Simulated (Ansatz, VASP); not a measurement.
# SrCl2: VASP beside Ansatz

Contents of POSCAR:

```
SrCl2
1.0
    0.0000000000      3.4977180853      3.4977180853
    3.4977180853      0.0000000000      3.4977180853
    3.4977180853      3.4977180853      0.0000000000
Sr Cl
1 2
Direct
    0.0000000000      0.0000000000      0.0000000000
    0.2500000000      0.2500000000      0.2500000000
    0.7500000000      0.7500000000      0.7500000000
```

The input INCAR.step1:

```
SYSTEM = SrCl2
ALGO = Normal
EDIFF = 1E-5
ENCUT = 550
GGA = PE
GGA_COMPAT = .False.
ISMEAR = 1
LASPH = .True.
LCHARG = .False.
LREAL = .False.
LWAVE = .True.
NBANDS = 19
NELM = 120
PREC = Accurate
SIGMA = 0.5
```

File INCAR.step2:

```
SYSTEM = SrCl2
ALGO = Normal
EDIFF = 1E-6
ENCUT = 550
GGA_COMPAT = .False.
ISIF = 2
ISMEAR = 1
ISTART = 1
LASPH = .True.
LCHARG = .False.
LMIXTAU = .True.
LREAL = .False.
LWAVE = .False.
METAGGA = R2SCAN
NBANDS = 19
NELM = 120
PREC = Accurate
SIGMA = 0.5
```

KPOINTS

```
k-points
0
Gamma
  4 4 4
  0 0 0
```

Input for Ansatz:

```yaml
crystal:
  lattice:
    - [0.0, 3.4977180853, 3.4977180853]
    - [3.4977180853, 0.0, 3.4977180853]
    - [3.4977180853, 3.4977180853, 0.0]
  atoms:
    - { symbol: Sr, position: [0.0, 0.0, 0.0] }
    - { symbol: Cl, position: [0.25, 0.25, 0.25] }
    - { symbol: Cl, position: [0.75, 0.75, 0.75] }
kpoints:
  mp_grid: { grid: [4, 4, 4] }
hamiltonian:
  xc: r2scan
scf:
  occupations: { method: cold, width: 0.5 }
  n_extra_bands: 4
output:
  forces: true
  stress: true
  eigenvalues: true
```

Alike in both runs: task single point; functional r2SCAN; k mesh 4 × 4 × 4; no spin polarisation.

|  | VASP | Ansatz |
| --- | --- | --- |
| version | VASP 6.6.1 | Ansatz 0.2.0 |
| potentials or method | VASP PAW PBE potentials, release 64 (Sr_sv, Cl) | plane waves |
| plane-wave cutoff (eV) | 550 | 500 |
| occupations | methfessel-paxton of order 1, width 0.5 eV | cold, width 0.5 eV |
| valence electrons in the cell | 24 | 24 |

```tsv
	VASP	Ansatz	Ansatz less VASP
gap on the k mesh at the Fermi level (eV)	5.94	5.94	-0.005
pressure (GPa)	-0.1	0.0	+0.07
```

VASP's potentials were made for PBE, not for r2SCAN.
